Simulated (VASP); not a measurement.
# Sb (R-3m) in VASP: further runs

Sb is run at these levels: LDA; tasks: single point.

Program: VASP 6.6.1. These are calculated values, not measurements. Logs are shortened: lines on timing, memory, paths and dates and some standing lists are left out, and cuts for length are marked.

## Step 1: The cell of the first run

Symmetry: R-3m, No. 166, trigonal system. Conventional cell: a = 4.048 Å, b = 4.048 Å, c = 12.684 Å, α = 90.00°, β = 90.00°, γ = 120.00°. Within 3.8 Å of Sb (site symmetry 3m) lie 6 Sb at 2.89 to 3.44 Å.

## Step 2: Single point, LDA

INCAR reads:

```
SYSTEM = Sb
  PREC = Accurate
  ENCUT = 500
  EDIFF = 1E-6
  ISMEAR = 0
  SIGMA = 0.15
  LREAL = .False.
  LASPH = .True.
  NELM = 120
  ALGO = Normal
  ISIF = 2
  LWAVE = .False.
  LCHARG = .False.
  GGA = CA
  NBANDS = 22
  GGA_COMPAT = .False.
```

KPOINTS reads:

```
regular mesh
0
Gamma
  15 15 15
  0 0 0
```

POSCAR reads:

```
Sb
1.0
    2.0237923961      1.1684370847      4.2278866706
   -2.0237923961      1.1684370847      4.2278866706
    0.0000000000     -2.3368741693      4.2278866706
Sb
2
Direct
    0.2336400000      0.2336400000      0.2336400000
    0.7663600000      0.7663600000      0.7663600000
```

Potentials or basis: VASP PAW LDA potentials, release 64 (Sb_d_GW).

Started as:

```console
$ cat potpaw_LDA.64/Sb_d_GW/POTCAR > POTCAR
$ mpirun -np 1 vasp_std > vasp.out
```

OUTCAR:

```text
SYSTEM = Sb
   PREC = Accurate
   ENCUT = 500
   EDIFF = 1E-6
   ISMEAR = 0
   LREAL = .False.
   LASPH = .True.
   NELM = 120
   ISIF = 2
   GGA = CA

 ion  position               nearest neighbor table
   1  0.234  0.234  0.234-   2 2.89   2 2.89   2 2.89
   2  0.766  0.766  0.766-   1 2.89   1 2.89   1 2.89

  LATTYP: Found a trigonal (rhomboedric) cell.
 ALAT       =     4.8307356151
 COS(alpha) =     0.6489771591

  Lattice vectors:

 A1 = (   2.0237923961,   1.1684370847,   4.2278866706)
 A2 = (  -2.0237923961,   1.1684370847,   4.2278866706)
 A3 = (   0.0000000000,  -2.3368741693,   4.2278866706)

Analysis of symmetry for initial positions (statically):
=====================================================================
 Subroutine PRICEL returns:
 Original cell was already a primitive cell.

 Routine SETGRP: Setting up the symmetry group for a
 trigonal (rhombohedral) supercell.

 Subroutine GETGRP returns: Found 12 space group operations
 (whereof 12 operations were pure point group operations)
 out of a pool of 12 trial point group operations.

The static configuration has the point symmetry D_3d.

Analysis of symmetry for dynamics (positions and initial velocities):
=====================================================================
 Subroutine PRICEL returns:
 Original cell was already a primitive cell.

 Routine SETGRP: Setting up the symmetry group for a
 trigonal (rhombohedral) supercell.

 Subroutine GETGRP returns: Found 12 space group operations
 (whereof 12 operations were pure point group operations)
 out of a pool of 12 trial point group operations.

The dynamic configuration has the point symmetry D_3d.

 Subroutine INISYM returns: Found 12 space group operations
 (whereof 12 operations are pure point group operations),
 and found     1 'primitive' translations

----------------------------------------------------------------------------------------

                                     Primitive cell

  volume of cell :      59.9854

  direct lattice vectors                    reciprocal lattice vectors
     2.023792396  1.168437085  4.227886671     0.247060914  0.142640685  0.078841596
    -2.023792396  1.168437085  4.227886671    -0.247060914  0.142640685  0.078841596
     0.000000000 -2.336874169  4.227886671     0.000000000 -0.285281371  0.078841596

  length of vectors
     4.830735615  4.830735615  4.830735615     0.295975435  0.295975435  0.295975435

  position of ions in fractional coordinates (direct lattice)
     0.233640000  0.233640000  0.233640000
     0.766360000  0.766360000  0.766360000

  ion indices of the primitive-cell ions
   primitive index   ion index
                 1           1
                 2           2

----------------------------------------------------------------------------------------

 KPOINTS: regular mesh

Automatic generation of k-mesh.
 Grid dimensions read from file:
 generate k-points for:   15   15   15

 Generating k-lattice:

  Cartesian coordinates                     Fractional coordinates (reciprocal lattice)
     0.016470728  0.009509379  0.005256106     0.066666667  0.000000000  0.000000000
    -0.016470728  0.009509379  0.005256106     0.000000000  0.066666667  0.000000000
     0.000000000 -0.019018758  0.005256106     0.000000000  0.000000000  0.066666667

  Length of vectors
     0.019731696  0.019731696  0.019731696

  Shift w.r.t. Gamma in fractional coordinates (k-lattice)
     0.000000000  0.000000000  0.000000000

 Subroutine IBZKPT returns following result:
 ===========================================

 Found    344 irreducible k-points:

 Following reciprocal coordinates:
            Coordinates               Weight
  0.000000  0.000000  0.000000      1.000000
  0.066667  0.000000  0.000000      6.000000
  0.133333  0.000000  0.000000      6.000000
  0.200000 -0.000000  0.000000      6.000000
  0.266667  0.000000  0.000000      6.000000
  0.333333 -0.000000  0.000000      6.000000
[... 16 lines left out ...]
  0.133333  0.133333  0.000000      6.000000
  0.200000  0.133333 -0.000000     12.000000
 [... further k-points ...]
   k-points           NKPTS =    344   k-points in BZ     NKDIM =    344   number of bands    NBANDS=     22
   number of dos      NEDOS =    301   number of ions     NIONS =      2
   total plane-waves  NPLWV =  46656
   dimension x,y,z NGX =    36 NGY =   36 NGZ =   36
   dimension x,y,z NGXF=    72 NGYF=   72 NGZF=   72
   ions per type =               2
   NGX,Y,Z   is equivalent  to a cutoff of  12.39, 12.39, 12.39 a.u.
   NGXF,Y,Z  is equivalent  to a cutoff of  24.78, 24.78, 24.78 a.u.
 SYSTEM =  Sb
   PREC   = accura    normal or accurate (medium, high low for compatibility)
   ISTART =      0    job   : 0-new  1-cont  2-samecut
   ICHARG =      2    charge: 1-file 2-atom 10-const
   ISPIN  =      1    spin polarized calculation?
   LNONCOLLINEAR =      F non collinear calculations
   LSORBIT =      F    spin-orbit coupling
   LASPH  =      T    aspherical Exc in radial PAW
   ENCUT  =  500.0 eV  36.75 Ry    6.06 a.u.   8.81  8.81  8.81*2*pi/ulx,y,z
   NELM   =    120;   NELMIN=  2; NELMDL= -5     # of ELM steps
   EDIFF  = 0.1E-05   stopping-criterion for ELM
   LREAL  =      F    real-space projection
   EDIFFG = 0.1E-04   stopping-criterion for IOM
   NSW    =      0    number of steps for IOM
   IBRION =     -1    ionic relax: 0-MD 1-quasi-New 2-CG
   NFREE  =      0    steps in history (QN), initial steepest desc. (CG)
   ISIF   =      2    stress and relaxation
   ISYM   =      2    0-nonsym 1-usesym 2-fastsym
   POTIM  = 0.5000    time-step for ionic-motion
   TEBEG  =    0.0;   TEEND  =   0.0 temperature during run
   PSTRESS=    0.0 pullay stress
   NELECT =      30.0000    total number of electrons
   NUPDOWN=      -1.0000    fix difference up-down
   EMIN   =  10.00;   EMAX   =-10.00  energy-range for DOS
   EFERMI =   0.00;   METHOD = LEGACY
   ISMEAR =     0;   SIGMA  =   0.15  broadening in eV -4-tet -1-fermi 0-gaus
   EFERMI_NEDOS =   21; number of points for ismear=-14 and -15
   IALGO  =     38    algorithm
   IMIX   =      4    mixing-type and parameters
     AMIX     =   0.40;   BMIX     =  1.00
     AMIX_MAG =   1.60;   BMIX_MAG =  1.00
  volume/ion in A,a.u.               =      29.99       202.40
  Fermi-wavevector in a.u.,A,eV,Ry     =   1.299471  2.455644 22.975140  1.688625
  Thomas-Fermi vector in A             =   2.430733
   LORBIT       =      0    0 simple, 1 ext, 2 COOP (PROOUT), +10 PAW based schemes
   GGA     = CA    functional components
   LHFCALC =     F    Hartree Fock is set to
   AEXX    =    0.0000 exact exchange contribution
   IVDW    =     0    specifies the selected vdW correction
   LEPSILON=     F    determine dielectric tensor
   LRPA    =     F    only Hartree local field effects (RPA)
 non-spin polarized calculation
 Gauss-broadening in eV      SIGMA  =   0.15
  energy-cutoff  :      500.00
  volume of cell :       59.99
 maximum number of plane-waves:      1549
   NGX = 17   NGY = 17   NGZ = 17

 number of electron      30.0000000 magnetization

 Free energy of the ion-electron system (eV)
  ---------------------------------------------------
  ext. energy  EPLUGINS =         0.00000000
  ---------------------------------------------------
  free energy    TOTEN  =        -9.51499238 eV

  energy without entropy =       -9.50825076  energy(sigma->0) =       -9.51162157

 E-fermi :   5.0599     XC(G=0): -10.1902

 val. band max:        5.0510749154   @ k =   0.2667   0.2667   0.2000
 cond. band min:       5.0754394533   @ k =   0.4000   0.1333   0.1333
 fundamental gap:      0.0243645379
 Fermi energy:         5.0599177385

 k-point     1 :       0.0000    0.0000    0.0000
  band No.  band energies     occupation
      1     -24.1220      2.00000
      2     -24.1220      2.00000
      3     -24.0270      2.00000
      4     -24.0217      2.00000
      5     -24.0217      2.00000
      6     -23.9152      2.00000
[... 14 lines left out ...]
     21      11.3173      0.00000
     22      12.2004      0.00000

 k-point     2 :       0.0667    0.0000    0.0000
  band No.  band energies     occupation
      1     -24.1205      2.00000
      2     -24.1193      2.00000
      3     -24.0260      2.00000
      4     -24.0211      2.00000
      5     -24.0202      2.00000
      6     -23.9159      2.00000
[... 14 lines left out ...]
     21      11.3338      0.00000
     22      12.8173      0.00000

 k-point     3 :       0.1333    0.0000    0.0000
  band No.  band energies     occupation
      1     -24.1160      2.00000
      2     -24.1111      2.00000
      3     -24.0240      2.00000
      4     -24.0185      2.00000
      5     -24.0159      2.00000
      6     -23.9183      2.00000
[... 14 lines left out ...]
     21      11.5421      0.00000
     22      13.9102      0.00000

 k-point     4 :       0.2000   -0.0000    0.0000
  band No.  band energies     occupation
      1     -24.1091      2.00000
      2     -24.0979      2.00000
      3     -24.0226      2.00000
      4     -24.0124      2.00000
      5     -24.0090      2.00000
      6     -23.9229      2.00000
[... 14 lines left out ...]
     21      12.0472      0.00000
     22      15.0167      0.00000

 k-point     5 :       0.2667    0.0000    0.0000
  band No.  band energies     occupation
      1     -24.1007      2.00000
      2     -24.0802      2.00000
      3     -24.0217      2.00000
      4     -24.0037      2.00000
      5     -24.0001      2.00000
      6     -23.9295      2.00000
[... 417 lines left out ...]
 k-point    22 :      -0.0667    0.0667    0.0000
  band No.  band energies     occupation
      1     -24.1195      2.00000
      2     -24.1126      2.00000
      3     -24.0245      2.00000
      4     -24.0208      2.00000
      5     -24.0164      2.00000
      6     -23.9178      2.00000
[... 14 lines left out ...]
     21      11.6458      0.00000
     22      13.0730      0.00000

 k-point    23 :       0.1333    0.1333    0.0000
  band No.  band energies     occupation
      1     -24.1207      2.00000
      2     -24.1038      2.00000
      3     -24.0254      2.00000
      4     -24.0179      2.00000
      5     -24.0138      2.00000
      6     -23.9191      2.00000
[... 14 lines left out ...]
     21      11.9548      0.00000
     22      13.3049      0.00000

 k-point    24 :       0.2000    0.1333   -0.0000
  band No.  band energies     occupation
      1     -24.1180      2.00000
      2     -24.0937      2.00000
      3     -24.0243      2.00000
      4     -24.0158      2.00000
      5     -24.0080      2.00000
      6     -23.9233      2.00000
[... 14 lines left out ...]
     21      12.4519      0.00000
     22      13.4157      0.00000

 [... further k-points ...]

------------------------ aborting loop because EDIFF is reached ----------------------------------------

  FORCE on cell =-STRESS in cart. coord.  units (eV):
  Direction    XX          YY          ZZ          XY          YZ          ZX
  --------------------------------------------------------------------------------------
  -------------------------------------------------------------------------------------
  Total        0.4419140      0.4419140     -1.3407223      0.0000000     -0.0000000      0.0000000
  in kB       11.8032736     11.8032736    -35.8099362      0.0000000     -0.0000000      0.0000000
  external PRESSURE =      -4.0677964 kB  Pullay stress =       0.0000000 kB

 VOLUME and BASIS-vectors are now :
 -----------------------------------------------------------------------------
  energy-cutoff  :      500.00
  volume of cell :       59.99
      direct lattice vectors                 reciprocal lattice vectors
     2.023792396  1.168437085  4.227886671     0.247060914  0.142640685  0.078841596
    -2.023792396  1.168437085  4.227886671    -0.247060914  0.142640685  0.078841596
     0.000000000 -2.336874169  4.227886671     0.000000000 -0.285281371  0.078841596

 POSITION                                       TOTAL-FORCE (eV/Angst)
 -----------------------------------------------------------------------------------
      0.00000      0.00000      2.96341         0.000000     -0.000000     -0.224659
      0.00000      0.00000      9.72025         0.000000      0.000000      0.224659
 -----------------------------------------------------------------------------------
    total drift:                               -0.000000      0.000000      0.000000

  FREE ENERGIE OF THE ION-ELECTRON SYSTEM (eV)
  ---------------------------------------------------
  free  energy   TOTEN  =        -9.5149923765 eV

  energy  without entropy=       -9.5082507643  energy(sigma->0) =       -9.51162157
```

Run time: 3.5 min. Hardware: 1 thread of Intel Xeon 6975P-C (Granite Rapids), shared host; peak memory 0.51 GiB.

What came out:

```yaml
Free_energy: -9.5150 eV
Pressure: -0.4 GPa
Largest_force: 0.225 eV/Å
Band_gap_on_the_k_mesh: zero (band 15 reaches 6.01 eV, above the bottom of band 16 at 4.54 eV)
```

Forces in eV/Å, atoms in the order of the input:
```
Sb   0.000  0.000 -0.225
Sb   0.000  0.000  0.225
```

Stress tensor (GPa, compression positive):
```
 1.18  0.00  0.00
 0.00  1.18  0.00
 0.00  0.00 -3.58
```

Caveat: spin-orbit coupling is left out, which moves the levels of the heavy elements.

## Step 3: Single point, LDA

This run uses another cell than the first one, of the same volume but with other edges.

INCAR reads:

```
PREC     = Accurate       # precision mode
ENCUT    = 500            # plane-wave cutoff, eV
EDIFF    = 1E-6           # SCF threshold, eV
ISMEAR   = 0              # smearing method
SIGMA    = 0.15           # smearing width, eV
LREAL    = False          # projectors in reciprocal space
LASPH    = True           # aspherical terms in the spheres
NELM     = 120            # most SCF steps
ALGO     = Normal         # electronic algorithm
ISIF     = 2              # what is computed and relaxed
LWAVE    = False          # write WAVECAR
LCHARG   = True           # write CHGCAR
GGA      = CA             # functional
LELF     = True           # ELF
LVHAR    = True         
NBANDS   = 22             # bands
GGA_COMPAT= False
```

KPOINTS reads:

```
Automatic mesh
0
Gamma
  15 15 15
```

POSCAR reads:

```
Sb
1.0
    2.1800642718      1.2586606942      3.6434822834
   -2.1800642718      1.2586606942      3.6434822834
    0.0000000000     -2.5173213883      3.6434822834
Sb
2
Direct
    0.2336400000      0.2336400000      0.2336400000
    0.7663600000      0.7663600000      0.7663600000
```

Potentials or basis: VASP PAW LDA potentials, release 64 (Sb_d_GW).

Started as:

```console
$ cat potpaw_LDA.64/Sb_d_GW/POTCAR > POTCAR
$ mpirun -np 1 vasp_std > vasp.out
```

It took 3.5 min on 1 thread of Intel Xeon Platinum 8375C at 2.90GHz (Ice Lake), shared host; peak memory 0.49 GiB.

The run converged. Its results:

```yaml
Free_energy: -9.6313 eV
Pressure: -1.1 GPa
Largest_force: 0.161 eV/Å
Band_gap_on_the_k_mesh: zero (band 15 reaches 5.14 eV, above the bottom of band 16 at 5.04 eV)
```

Forces in eV/Å, atoms in the order of the input:
```
Sb   0.000  0.000  0.161
Sb   0.000  0.000 -0.161
```

Stress tensor (GPa, compression positive):
```
-1.60  0.00  0.00
 0.00 -1.60  0.00
 0.00  0.00 -0.25
```

Levels at points of the mesh, in eV from the Fermi level:
```csv
k point,band 11,band 12,band 13,band 14,band 15,band 16,band 17,band 18,band 19,band 20
"(0.00, 0.00, 0.00)",-12.63,-4.71,-1.81,-1.81,-1.63,2.26,2.86,2.86,5.15,5.15
```

Caveat: spin-orbit coupling is left out, which moves the levels of the heavy elements.
